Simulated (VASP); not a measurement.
# Sb (R-3m) in VASP: further runs

Sb is run at these levels: PBEsol; tasks: single point.

Program: VASP 6.6.1. These are calculated values, not measurements. Logs are shortened: lines on timing, memory, paths and dates and some standing lists are left out, and cuts for length are marked.

## Step 1: The cell of the first run

Symmetry: R-3m, No. 166, trigonal system. The conventional cell has a = 4.366 Å, b = 4.366 Å, c = 11.400 Å, α = 90.00°, β = 90.00°, γ = 120.00°. Within 3.9 Å of Sb (site symmetry 3m) lie 6 Sb at 2.95 to 3.39 Å.

## Step 2: Single point, PBEsol (strain +0.015 along x and y, +0.015 along z)

INCAR

```
ALGO = Normal ; EDIFF = 1E-7
ENCUT = 520 ; GGA = PS
ISIF = 2 ; ISMEAR = 0
LASPH = True ; LCHARG = True
LELF = True ; LREAL = False
LVHAR = True ; LWAVE = False
NBANDS = 12 ; NELM = 60
PREC = Accurate ; SIGMA = 0.15
```

KPOINTS

```
k-points
0
Gamma
  12 12 12
```

POSCAR

```
Sb
1.0
    2.1828593370      1.2602744258      3.8001600000
   -2.1828593370      1.2602744258      3.8001600000
    0.0000000000     -2.5205488516      3.8001600000
Sb
2
Direct
    0.2336400000      0.2336400000      0.2336400000
    0.7663600000      0.7663600000      0.7663600000
```

Potentials or basis: VASP PAW PBE potentials, release 64 (Sb).

Started as:

```console
> cat potpaw_PBE.64/Sb/POTCAR > POTCAR
> mpirun -np 1 vasp_std > vasp.out
```

OUTCAR:

```text
EDIFF = 1E-7
   ENCUT = 520
   GGA = PS
   ISIF = 2
   ISMEAR = 0
   LASPH = True
   LREAL = False
   NELM = 60
   PREC = Accurate

 ion  position               nearest neighbor table
   1  0.234  0.234  0.234-   2 2.95   2 2.95   2 2.95   2 3.39   2 3.39   2 3.39
   2  0.766  0.766  0.766-   1 2.95   1 2.95   1 2.95   1 3.39   1 3.39   1 3.39

  LATTYP: Found a trigonal (rhomboedric) cell.
 ALAT       =     4.5600858039
 COS(alpha) =     0.5417151843

  Lattice vectors:

 A1 = (   2.1828593370,   1.2602744258,   3.8001600000)
 A2 = (  -2.1828593370,   1.2602744258,   3.8001600000)
 A3 = (   0.0000000000,  -2.5205488516,   3.8001600000)

Analysis of symmetry for initial positions (statically):
=====================================================================
 Subroutine PRICEL returns:
 Original cell was already a primitive cell.

 Routine SETGRP: Setting up the symmetry group for a
 trigonal (rhombohedral) supercell.

 Subroutine GETGRP returns: Found 12 space group operations
 (whereof 12 operations were pure point group operations)
 out of a pool of 12 trial point group operations.

The static configuration has the point symmetry D_3d.

Analysis of symmetry for dynamics (positions and initial velocities):
=====================================================================
 Subroutine PRICEL returns:
 Original cell was already a primitive cell.

 Routine SETGRP: Setting up the symmetry group for a
 trigonal (rhombohedral) supercell.

 Subroutine GETGRP returns: Found 12 space group operations
 (whereof 12 operations were pure point group operations)
 out of a pool of 12 trial point group operations.

The dynamic configuration has the point symmetry D_3d.

 Subroutine INISYM returns: Found 12 space group operations
 (whereof 12 operations are pure point group operations),
 and found     1 'primitive' translations

----------------------------------------------------------------------------------------

                                     Primitive cell

  volume of cell :      62.7255

  direct lattice vectors                    reciprocal lattice vectors
     2.182859337  1.260274426  3.800160000     0.229057361  0.132246329  0.087715605
    -2.182859337  1.260274426  3.800160000    -0.229057361  0.132246329  0.087715605
     0.000000000 -2.520548852  3.800160000     0.000000000 -0.264492659  0.087715605

  length of vectors
     4.560085804  4.560085804  4.560085804     0.278658202  0.278658202  0.278658202

  position of ions in fractional coordinates (direct lattice)
     0.233640000  0.233640000  0.233640000
     0.766360000  0.766360000  0.766360000

  ion indices of the primitive-cell ions
   primitive index   ion index
                 1           1
                 2           2

----------------------------------------------------------------------------------------

 KPOINTS: k-points

Automatic generation of k-mesh.
 Grid dimensions read from file:
 generate k-points for:   12   12   12

 Generating k-lattice:

  Cartesian coordinates                     Fractional coordinates (reciprocal lattice)
     0.019088113  0.011020527  0.007309634     0.083333333  0.000000000  0.000000000
    -0.019088113  0.011020527  0.007309634     0.000000000  0.083333333  0.000000000
     0.000000000 -0.022041055  0.007309634     0.000000000  0.000000000  0.083333333

  Length of vectors
     0.023221517  0.023221517  0.023221517

  Shift w.r.t. Gamma in fractional coordinates (k-lattice)
     0.000000000  0.000000000  0.000000000

 Subroutine IBZKPT returns following result:
 ===========================================

 Found    189 irreducible k-points:

 Following reciprocal coordinates:
            Coordinates               Weight
  0.000000  0.000000  0.000000      1.000000
  0.083333  0.000000  0.000000      6.000000
  0.166667  0.000000 -0.000000      6.000000
  0.250000 -0.000000  0.000000      6.000000
  0.333333 -0.000000  0.000000      6.000000
  0.416667 -0.000000  0.000000      6.000000
[... 16 lines left out ...]
  0.500000  0.166667 -0.000000     12.000000
 -0.416667  0.166667  0.000000     12.000000
 [... further k-points ...]
   k-points           NKPTS =    189   k-points in BZ     NKDIM =    189   number of bands    NBANDS=     12
   number of dos      NEDOS =    301   number of ions     NIONS =      2
   total plane-waves  NPLWV =  46656
   dimension x,y,z NGX =    36 NGY =   36 NGZ =   36
   dimension x,y,z NGXF=    72 NGYF=   72 NGZF=   72
   ions per type =               2
   NGX,Y,Z   is equivalent  to a cutoff of  13.12, 13.12, 13.12 a.u.
   NGXF,Y,Z  is equivalent  to a cutoff of  26.25, 26.25, 26.25 a.u.
 SYSTEM =  unknown system
   PREC   = accura    normal or accurate (medium, high low for compatibility)
   ISTART =      0    job   : 0-new  1-cont  2-samecut
   ICHARG =      2    charge: 1-file 2-atom 10-const
   ISPIN  =      1    spin polarized calculation?
   LNONCOLLINEAR =      F non collinear calculations
   LSORBIT =      F    spin-orbit coupling
   LASPH  =      T    aspherical Exc in radial PAW
   ENCUT  =  520.0 eV  38.22 Ry    6.18 a.u.   8.48  8.48  8.48*2*pi/ulx,y,z
   NELM   =     60;   NELMIN=  2; NELMDL= -5     # of ELM steps
   EDIFF  = 0.1E-06   stopping-criterion for ELM
   LREAL  =      F    real-space projection
   EDIFFG = 0.1E-05   stopping-criterion for IOM
   NSW    =      0    number of steps for IOM
   IBRION =     -1    ionic relax: 0-MD 1-quasi-New 2-CG
   NFREE  =      0    steps in history (QN), initial steepest desc. (CG)
   ISIF   =      2    stress and relaxation
   ISYM   =      2    0-nonsym 1-usesym 2-fastsym
   POTIM  = 0.5000    time-step for ionic-motion
   TEBEG  =    0.0;   TEEND  =   0.0 temperature during run
   PSTRESS=    0.0 pullay stress
   NELECT =      10.0000    total number of electrons
   NUPDOWN=      -1.0000    fix difference up-down
   EMIN   =  10.00;   EMAX   =-10.00  energy-range for DOS
   EFERMI =   0.00;   METHOD = LEGACY
   ISMEAR =     0;   SIGMA  =   0.15  broadening in eV -4-tet -1-fermi 0-gaus
   EFERMI_NEDOS =   21; number of points for ismear=-14 and -15
   IALGO  =     38    algorithm
   IMIX   =      4    mixing-type and parameters
     AMIX     =   0.40;   BMIX     =  1.00
     AMIX_MAG =   1.60;   BMIX_MAG =  1.00
  volume/ion in A,a.u.               =      31.36       211.65
  Fermi-wavevector in a.u.,A,eV,Ry     =   0.887688  1.677486 10.721245  0.787989
  Thomas-Fermi vector in A             =   2.009019
   LORBIT       =      0    0 simple, 1 ext, 2 COOP (PROOUT), +10 PAW based schemes
   GGA     = PS    functional components
   LHFCALC =     F    Hartree Fock is set to
   AEXX    =    0.0000 exact exchange contribution
   IVDW    =     0    specifies the selected vdW correction
   LEPSILON=     F    determine dielectric tensor
   LRPA    =     F    only Hartree local field effects (RPA)
 non-spin polarized calculation
 Gauss-broadening in eV      SIGMA  =   0.15
  energy-cutoff  :      520.00
  volume of cell :       62.73
 maximum number of plane-waves:      1715
 NGX is ok and might be reduce to    36
   NGX = 17   NGY = 17   NGZ = 17

 number of electron      10.0000000 magnetization

 Free energy of the ion-electron system (eV)
  ---------------------------------------------------
  ext. energy  EPLUGINS =         0.00000000
  ---------------------------------------------------
  free energy    TOTEN  =        -9.09938474 eV

  energy without entropy =       -9.09777831  energy(sigma->0) =       -9.09858152

 E-fermi :   6.6125     XC(G=0):  -9.5065

 val. band max:        6.5155078558   @ k =   0.4167   0.0833   0.0833
 cond. band min:       6.6365615528   @ k =   0.3333   0.1667   0.1667
 fundamental gap:      0.1210536970
 Fermi energy:         6.6124800568

 k-point     1 :       0.0000    0.0000    0.0000
  band No.  band energies     occupation
      1      -5.7738      2.00000
      2       1.6671      2.00000
      3       4.7176      2.00000
      4       4.9477      2.00000
      5       4.9477      2.00000
      6       8.7113      0.00000
      7       9.3011      0.00000
      8       9.3011      0.00000
      9      11.7536      0.00000
     10      11.7536      0.00000
     11      11.8847      0.00000
     12      13.2326      0.00000

 k-point     2 :       0.0833    0.0000    0.0000
  band No.  band energies     occupation
      1      -5.7000      2.00000
      2       1.3611      2.00000
      3       4.7469      2.00000
      4       4.9301      2.00000
      5       5.0486      2.00000
      6       8.6765      0.00000
      7       9.0858      0.00000
      8       9.1239      0.00000
      9      11.4083      0.00000
     10      11.7210      0.00000
     11      11.7650      0.00000
     12      13.7808      0.00000

 k-point     3 :       0.1667    0.0000   -0.0000
  band No.  band energies     occupation
      1      -5.4798      2.00000
      2       0.6160      2.00000
      3       4.7552      2.00000
      4       4.8887      2.00000
      5       5.3081      2.00000
      6       8.4036      0.00000
      7       8.6021      0.00000
      8       8.6663      0.00000
      9      11.2041      0.00000
     10      11.7239      0.00000
     11      12.0401      0.00000
     12      14.9039      0.00000
[... 286 lines left out ...]
 k-point    23 :       0.5000    0.1667   -0.0000
  band No.  band energies     occupation
      1      -3.6375      2.00000
      2      -2.3349      2.00000
      3       3.2585      2.00000
      4       4.1871      2.00000
      5       4.8379      2.00000
      6       8.0876      0.00000
      7       8.2262      0.00000
      8       9.3452      0.00000
      9      12.1593      0.00000
     10      14.4749      0.00000
     11      15.4154      0.00000
     12      15.5940      0.00000

 k-point    24 :      -0.4167    0.1667    0.0000
  band No.  band energies     occupation
      1      -3.3665      2.00000
      2      -2.6613      2.00000
      3       3.0869      2.00000
      4       4.5078      2.00000
      5       5.0240      2.00000
      6       7.5978      0.00000
      7       7.8681      0.00000
      8       9.6493      0.00000
      9      13.1147      0.00000
     10      13.6329      0.00000
     11      14.2746      0.00000
     12      16.5327      0.00000

 [... further k-points ...]
[... 5 lines left out ...]
  --------------------------------------------------------------------------------------
  -------------------------------------------------------------------------------------
  Total       -0.7267379     -0.7267379     -0.7460370      0.0000000      0.0000000      0.0000000
  in kB      -18.5628388    -18.5628388    -19.0557900      0.0000000      0.0000000      0.0000000
  external PRESSURE =     -18.7271558 kB  Pullay stress =       0.0000000 kB

 VOLUME and BASIS-vectors are now :
 -----------------------------------------------------------------------------
  energy-cutoff  :      520.00
  volume of cell :       62.73
      direct lattice vectors                 reciprocal lattice vectors
     2.182859337  1.260274426  3.800160000     0.229057361  0.132246329  0.087715605
    -2.182859337  1.260274426  3.800160000    -0.229057361  0.132246329  0.087715605
     0.000000000 -2.520548852  3.800160000     0.000000000 -0.264492659  0.087715605

 POSITION                                       TOTAL-FORCE (eV/Angst)
 -----------------------------------------------------------------------------------
      0.00000      0.00000      2.66361         0.000000      0.000000     -0.007541
      0.00000      0.00000      8.73687         0.000000     -0.000000      0.007541
 -----------------------------------------------------------------------------------
    total drift:                                0.000000     -0.000000      0.000000

  FREE ENERGIE OF THE ION-ELECTRON SYSTEM (eV)
  ---------------------------------------------------
  free  energy   TOTEN  =        -9.0993847368 eV

  energy  without entropy=       -9.0977783112  energy(sigma->0) =       -9.09858152
```

Wall time 2.8 min (1 thread of Intel Xeon 8259CL, shared host); peak memory 0.28 GiB.

What came out:

```
Free energy            : -9.0994 eV
Pressure               : -1.9 GPa
Largest force          : 0.008 eV/Å
Band gap on the k mesh : zero (bands 5 and 6 overlap by 0.23 eV)
```

Forces on the atoms (eV/Å):
```
Sb   0.000  0.000 -0.008
Sb   0.000  0.000  0.008
```

Caveat: the cell differs from its parent crystal (strain +0.015 along x and y, +0.015 along z); the PAW data sets were made with another functional, which shifts forces and pressure a little; spin-orbit coupling is left out, which moves the levels of the heavy elements.

## Step 3: Single point, PBEsol (strain +0.030 along x and y, +0.000 along z)

INCAR

```
SYSTEM = Sb
PREC = Accurate ; ENCUT = 520
EDIFF = 1E-6 ; ISMEAR = 0
SIGMA = 0.15 ; LREAL = .False.
LASPH = .True. ; NELM = 100
ALGO = Normal ; ISIF = 2
LWAVE = .False. ; LCHARG = .True.
GGA = PS ; LELF = .True.
LVHAR = .True. ; NBANDS = 12
```

KPOINTS

```
Automatic mesh
0
Gamma
  12 12 12
  0 0 0
```

POSCAR

```
Sb
1.0
    2.2151183419      1.2788991710      3.7440000000
   -2.2151183419      1.2788991710      3.7440000000
    0.0000000000     -2.5577983420      3.7440000000
Sb
2
Direct
    0.2336400000      0.2336400000      0.2336400000
    0.7663600000      0.7663600000      0.7663600000
```

Potentials or basis: VASP PAW PBE potentials, release 64 (Sb).

Started as:

```console
> cat potpaw_PBE.64/Sb/POTCAR > POTCAR
> mpirun -np 1 vasp_std > vasp.out
```

Wall time 2.6 min (1 thread of Intel Xeon 8259CL, shared host); peak memory 0.29 GiB.

Results (log left out):

```yaml
Free_energy: -9.0813 eV
Pressure: -2.8 GPa
Largest_force: 0.020 eV/Å
Band_gap_on_the_k_mesh: zero (bands 5 and 6 overlap by 0.15 eV)
```

Forces in eV/Å, atoms in the order of the input:
```
Sb   0.000  0.000 -0.020
Sb   0.000  0.000  0.020
```

Stress tensor (GPa, compression positive):
```
-3.19  0.00  0.00
 0.00 -3.19  0.00
 0.00  0.00 -1.93
```

Levels at points of the mesh, in eV from the Fermi level:
| k point | band 3 | band 4 | band 5 | band 6 | band 7 | band 8 |
| --- | --- | --- | --- | --- | --- | --- |
| (0.00, 0.00, 0.00) | -1.66 | -1.66 | -1.58 | 2.18 | 2.76 | 2.76 |
| (0.50, 0.00, 0.00) | -1.68 | -1.40 | -0.16 | -0.14 | 0.47 | 0.62 |
| (0.50, 0.50, 0.00) | -5.04 | -3.41 | -3.30 | 1.75 | 4.86 | 5.36 |
| (0.50, 0.50, 0.50) | -1.20 | -1.20 | -0.66 | 0.17 | 0.17 | 0.99 |

Caveat: the cell differs from its parent crystal (strain +0.030 along x and y, +0.000 along z); the PAW data sets were made with another functional, which shifts forces and pressure a little; spin-orbit coupling is left out, which moves the levels of the heavy elements.

## Step 4: Single point, PBEsol (strain +0.015 along x and y, +0.030 along z)

INCAR

```
SYSTEM = Sb
PREC = Accurate
ENCUT = 520
EDIFF = 1E-6
ISMEAR = 0
SIGMA = 0.15
LREAL = .FALSE.
LASPH = .TRUE.
NELM = 80
ALGO = Normal
ISIF = 2
LWAVE = .FALSE.
LCHARG = .FALSE.
GGA = PS
NBANDS = 12
```

KPOINTS

```
Automatic mesh
0
G
  12 12 12
  0 0 0
```

POSCAR

```
Sb
1.0
    2.1828593370      1.2602744258      3.8563200000
   -2.1828593370      1.2602744258      3.8563200000
    0.0000000000     -2.5205488516      3.8563200000
Sb
2
Direct
    0.2336400000      0.2336400000      0.2336400000
    0.7663600000      0.7663600000      0.7663600000
```

Started as:

```console
> cat potpaw_PBE.64/Sb/POTCAR > POTCAR
> mpirun -np 1 vasp_std > vasp.out
```

Run time: 2.3 min. Hardware: 1 thread of Intel Xeon 8259CL, shared host; peak memory 0.29 GiB.

It converged, with:

```yaml
Free_energy: -9.0858 eV
Pressure: -2.5 GPa
Largest_force: 0.108 eV/Å
Band_gap_on_the_k_mesh: zero (bands 5 and 6 overlap by 0.21 eV)
```

Forces in eV/Å, atoms in the order of the input:
```
Sb   0.000  0.000 -0.108
Sb   0.000  0.000  0.108
```

Stress tensor (GPa, compression positive):
```
-2.32  0.00  0.00
 0.00 -2.32  0.00
 0.00  0.00 -2.77
```

Levels at points of the mesh, in eV from the Fermi level:
| k point | band 1 | band 2 | band 3 | band 4 | band 5 | band 6 | band 7 | band 8 | band 9 | band 10 |
| --- | --- | --- | --- | --- | --- | --- | --- | --- | --- | --- |
| (0.00, 0.00, 0.00) | -12.30 | -5.05 | -1.98 | -1.60 | -1.60 | 2.07 | 2.64 | 2.64 | 5.20 | 5.20 |
| (0.50, 0.00, 0.00) | -10.08 | -9.36 | -1.77 | -1.74 | -0.24 | -0.21 | 0.15 | 0.60 | 7.36 | 7.94 |
| (0.50, 0.50, 0.00) | -10.11 | -7.91 | -5.12 | -3.52 | -3.35 | 1.68 | 4.67 | 5.30 | 6.48 | 8.63 |
| (0.50, 0.50, 0.50) | -10.90 | -8.75 | -1.14 | -1.14 | -0.47 | 0.28 | 0.28 | 1.10 | 6.81 | 8.57 |

Caveat: the cell differs from its parent crystal (strain +0.015 along x and y, +0.030 along z); the PAW data sets were made with another functional, which shifts forces and pressure a little; spin-orbit coupling is left out, which moves the levels of the heavy elements.

## Step 5: Summary

```csv
cell,gap on the mesh (eV),pressure (GPa),largest force (eV/Å)
"a = 4.560 Å, angles 57.2°, 2 atoms",none,-1.9,0.01
"a = 4.534 Å, angles 58.5°, 2 atoms",none,-2.8,0.02
"a = 4.607 Å, angles 56.6°, 2 atoms",none,-2.5,0.11
```

Alike in all rows: task single point; level PBEsol; potentials or basis VASP PAW PBE potentials, release 64 (Sb); no spin polarisation; k mesh 12 × 12 × 12; cutoff (eV) 520; smearing gaussian 0.15 eV.

Caveats: the PAW data sets were made with another functional, which shifts forces and pressure a little; spin-orbit coupling is left out, which moves the levels of the heavy elements.

Total energies depend on the potentials used, so only differences within one code and one set of settings carry meaning.
